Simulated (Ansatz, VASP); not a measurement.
HgTe in VASP and in Ansatz

File INCAR:

```
PREC = Accurate ; ENCUT = 520
EDIFF = 1E-7 ; ISMEAR = -1
SIGMA = 0.02 ; LREAL = False
LASPH = True ; NELM = 60
ALGO = Normal ; ISIF = 2
LWAVE = False ; LCHARG = True
GGA = PE ; LELF = True
LVHAR = True ; NBANDS = 16
```

File KPOINTS:

```
regular mesh
0
Gamma
  6 6 6
```

Contents of POSCAR:

```
HgTe
1.0
    0.0000000000      3.2891972858      3.2891972858
    3.2891972858      0.0000000000      3.2891972858
    3.2891972858      3.2891972858      0.0000000000
Hg Te
1 1
Direct
    0.0000000000      0.0000000000      0.0000000000
    0.2500000000      0.2500000000      0.2500000000
```

Input for Ansatz:

```yaml
crystal:
  lattice:
    - [0.0, 3.2891972858, 3.2891972858]
    - [3.2891972858, 0.0, 3.2891972858]
    - [3.2891972858, 3.2891972858, 0.0]
  atoms:
    - { symbol: Hg, position: [0.0, 0.0, 0.0] }
    - { symbol: Te, position: [0.25, 0.25, 0.25] }
kpoints:
  mp_grid: { grid: [6, 6, 6] }
  band_path:
    path:
      - [0.0, 0.0, 0.0]
      - [-0.5, -0.5, 0.0]
      - [-0.375, -0.375, 0.25]
      - [-0.375, 0.0, 0.375]
      - [0.0, 0.0, 0.5]
      - [-0.5, -0.25, 0.25]
    npoints: 1
hamiltonian:
  xc: pbe
scf:
  occupations: { method: fermi_dirac, width: 0.02 }
  n_extra_bands: 4
output:
  forces: true
  stress: true
  eigenvalues: true
  write_density: true
  write_potential: true
  elf: true
  volumetric_format: npy
```

Alike in both runs: task single point; functional PBE; k mesh 6 × 6 × 6; occupations fermi-dirac, width 0.02 eV; no spin polarisation.

|  | VASP | Ansatz |
| --- | --- | --- |
| version | VASP 6.6.1 | Ansatz 0.2.0 |
| potentials or method | VASP PAW PBE potentials, release 64 (Hg, Te) | plane waves, PAW |
| plane-wave cutoff (eV) | 520 | 420 |
| valence electrons in the cell | 18 | 36 |

|  | VASP | Ansatz | Ansatz less VASP |
| --- | --- | --- | --- |
| pressure (GPa) | 1.3 | 1.3 | -0.05 |

VASP's potentials hold 18 valence electrons a cell and Ansatz's 36, so a difference there can come from the potentials and not from the codes.

Spin-orbit coupling is off throughout.
